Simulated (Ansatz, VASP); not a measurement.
## Two plane-wave programs on MgO

POSCAR

```
MgO
1.0
    2.9380209034      0.0000000000      0.0000000000
   -1.4690104517      2.5444007392      0.0000000000
    0.0000000000      0.0000000000      2.6796800000
Mg O
1 1
Direct
    0.0000000000      0.0000000000      0.0000000000
    0.3333333333      0.6666666667      0.5000000000
```

The input INCAR.step1:

```
SYSTEM = MgO
PREC = Accurate
ENCUT = 750
ISMEAR = 0
SIGMA = 0.05
LREAL = .False.
LASPH = .True.
NELM = 120
NBANDS = 15
GGA = PE
ALGO = Normal
EDIFF = 1E-5
LWAVE = .True.
LCHARG = .False.
GGA_COMPAT = .False.
```

File INCAR.step2:

```
SYSTEM = MgO
PREC = Accurate
ENCUT = 750
EDIFF = 1E-6
ISMEAR = 0
SIGMA = 0.05
LREAL = .False.
LASPH = .True.
NELM = 120
ALGO = Normal
ISIF = 2
LWAVE = .False.
LCHARG = .True.
METAGGA = R2SCAN
LMIXTAU = .True.
LELF = .True.
LVHAR = .True.
NBANDS = 15
ISTART = 1
GGA_COMPAT = .False.
```

Contents of KPOINTS:

```
Automatic mesh
0
Gamma
  9 9 8
  0 0 0
```

Input for Ansatz:

```yaml
crystal:
  lattice:
    - [2.9380209034, 0.0, 0.0]
    - [-1.4690104517, 2.5444007392, 0.0]
    - [0.0, 0.0, 2.67968]
  atoms:
    - { symbol: Mg, position: [0.0, 0.0, 0.0] }
    - { symbol: O, position: [0.3333333333, 0.6666666667, 0.5] }
basis:
  ecutwfc: 500
kpoints:
  mp_grid: { grid: [9, 9, 8] }
hamiltonian:
  xc: r2scan
scf:
  occupations: { method: gaussian, width: 0.05 }
output:
  forces: true
  stress: true
  eigenvalues: true
  write_density: true
  write_potential: true
  elf: true
  volumetric_format: npy
```

Alike in both runs: task single point; functional r2SCAN; k mesh 9 × 9 × 8; occupations gaussian, width 0.05 eV; no spin polarisation.

|  | VASP | Ansatz |
| --- | --- | --- |
| version | VASP 6.6.1 | Ansatz 0.2.0 |
| potentials or method | VASP PAW PBE potentials, release 64 (Mg_sv, O), cutoff 750 eV | scalar-relativistic, plane waves, PAW |
| valence electrons in the cell | 16 | 16 |

VASP gave:

```
gap on the k mesh at the Fermi level (eV)                     : 3.81
least direct gap on the mesh (eV)                             : 4.21
pressure (GPa)                                                : -5.7
traceless stress, the component that is largest in VASP (GPa) : -0.47
```

**Question.** Which values does Ansatz return?

**Answer.** gap on the k mesh at the Fermi level (eV): 3.78; least direct gap on the mesh (eV): 4.19; pressure (GPa): -5.2; traceless stress, the component that is largest in VASP (GPa): -0.55.

VASP's potentials were made for PBE, not for r2SCAN.
